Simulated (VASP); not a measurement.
Write the native input for VASP 6.6.1 that does the following.

| Property | Result |
| --- | --- |
| Task | single point |
| Functional | PBE |
| Potentials or basis | VASP PAW PBE potentials, release 64 (Li_sv, H) |
| Cutoff | 520 eV |
| k mesh | 14 × 14 × 14 |
| Occupations | gaussian, width 0.05 eV |
| Spin | no spin polarisation |
| Dipole correction | no |
| Further INCAR settings | ALGO = Normal; EDIFF = 1e-07; NBANDS = 9 |

The structure of LiH lies in POSCAR:

```
LiH
1.0
    0.0000000000      2.0175165554      2.0175165554
    2.0175165554      0.0000000000      2.0175165554
    2.0175165554      2.0175165554      0.0000000000
Li H
1 1
Direct
    0.0000000000      0.0000000000      0.0000000000
    0.5000000000      0.5000000000      0.5000000000
```

One way to write it, as run:

INCAR

```
SYSTEM = LiH
ALGO = Normal ; EDIFF = 1E-7
ENCUT = 520 ; GGA = PE
ISIF = 2 ; ISMEAR = 0
LASPH = .True. ; LCHARG = .True.
LELF = .True. ; LREAL = .False.
LVHAR = .True. ; LWAVE = .False.
NBANDS = 9 ; NELM = 80
PREC = Accurate ; SIGMA = 0.05
```

KPOINTS

```
k-points
0
Gamma
  14 14 14
  0 0 0
```

Potentials or basis: VASP PAW PBE potentials, release 64 (Li_sv, H).

Run with:

```sh
$ cat potpaw_PBE.64/Li_sv/POTCAR potpaw_PBE.64/H/POTCAR > POTCAR
$ mpirun -np 1 vasp_std > vasp.out
```

It gave:

```json
{
  "Band gap on the k mesh": "2.99 eV"
}
```

It took 18 s on 1 thread of Intel Xeon 8259CL, on a shared host, peak memory 0.14 GiB.
